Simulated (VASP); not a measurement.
Wanted: the native input for a VASP 6.6.1 run.

```
Task                   : relaxation of cell and atoms
Functional             : PBEsol
Potentials or basis    : VASP PAW PBE potentials, release 64 (Ge_d)
Cutoff                 : 600 eV
k mesh                 : 12 × 12 × 7
Occupations            : fermi-dirac, width 0.1 eV
Spin                   : no spin polarisation
Dipole correction      : no
Further INCAR settings : ALGO = Normal; EDIFF = 1e-07; IBRION = 2; EDIFFG = -0.03; NSW = 80; ISIF = 3
```

The structure of Ge lies in POSCAR:

```
Ge
1.0
    2.9911060000      0.0000000000      0.0000000000
   -1.5105156329      2.5816772893      0.0000000000
    0.0000000000      0.0000000000      4.7275960000
Ge
2
Direct
    0.6665530000      0.3334470000      0.2500000000
    0.3334470000      0.6665530000      0.7500000000
```

This isn't the form of Ge at room conditions, which is diamond.

One way to write it, as run:

INCAR

```
PREC = Accurate
ENCUT = 600
EDIFF = 1E-7
ISMEAR = -1
SIGMA = 0.1
LREAL = False
LASPH = True
NELM = 60
ALGO = Normal
ISIF = 3
LWAVE = False
LCHARG = False
GGA = PS
IBRION = 2
NSW = 80
EDIFFG = -0.03
```

KPOINTS

```
Automatic mesh
0
Gamma
  12 12 7
```

Potentials or basis: VASP PAW PBE potentials, release 64 (Ge_d).

The run is started by

```sh
$ cat potpaw_PBE.64/Ge_d/POTCAR > POTCAR
$ mpirun -np 1 vasp_std > vasp.out
```

It gave:

The relaxed volume is 18.36 Å³/atom. The relaxed cell is a = 3.018 Å, b = 3.018 Å, c = 4.675 Å, α = 90.00°, β = 90.00°, γ = 120.38° and the space group after relaxing (to 0.1 Å) is P6_3/mmc (No. 194). The energy gained by relaxing is 1.4 meV/atom. The ionic steps are 4, the pressure after relaxing is 0.0 GPa and the largest force after relaxing is 0.006 eV/Å. The band gap on the k mesh is zero (bands 14 and 15 overlap by 9.29 eV).

Caveat: the PAW data sets were made with another functional, which shifts forces and pressure a little.

It took 6.4 min on 1 thread of Intel Xeon 8259CL, with other jobs on the host, peak memory 0.25 GiB.
